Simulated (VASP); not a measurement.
Set up this calculation in VASP 6.6.1, as the native input.

* Task: electric field gradients
* Functional: LDA
* Potentials or basis: VASP PAW LDA potentials, release 64 (Sr_sv)
* Cutoff: 520 eV
* k mesh: 10 × 10 × 10
* Occupations: fermi-dirac, width 0.08 eV
* Spin: no spin polarisation
* Dipole correction: no
* Further INCAR settings: ALGO = Normal; EDIFF = 1e-08; NBANDS = 11

The structure of Sr lies in POSCAR:

```
Sr
1.0
    0.0000000000      3.0012321217      3.0012321217
    3.0012321217      0.0000000000      3.0012321217
    3.0012321217      3.0012321217      0.0000000000
Sr
1
Direct
    0.0000000000      0.0000000000      0.0000000000
```

This cell differs from its parent crystal: volume scaled by 0.96.

One way to write it, as run:

INCAR

```
SYSTEM = Sr
PREC = Accurate
ENCUT = 520
EDIFF = 1E-8
ISMEAR = -1
SIGMA = 0.08
LREAL = .FALSE.
LASPH = .TRUE.
NELM = 80
ALGO = Normal
ISIF = 2
LWAVE = .FALSE.
LCHARG = .FALSE.
GGA = CA
LEFG = .TRUE.
NBANDS = 11
```

KPOINTS

```
regular mesh
0
G
  10 10 10
  0 0 0
```

Potentials or basis: VASP PAW LDA potentials, release 64 (Sr_sv).

The run is started by

```bash
$ cat potpaw_LDA.64/Sr_sv/POTCAR > POTCAR
$ mpirun -np 1 vasp_std > vasp.out
```

Results of the run:

```json
{"Pressure": "-1.2 GPa", "Band gap on the k mesh": "zero (band 5 reaches 1.52 eV, above the bottom of band 6 at 1.49 eV)"}
```

Caveat: without QUAD_EFG the Cq values of the log hold for a quadrupole moment of 1 mb, not for the nuclei.

Wall time 10 s on 1 thread of Intel(R) Xeon(R) Platinum 8488C (Sapphire Rapids), on a shared host, peak memory 0.16 GiB.
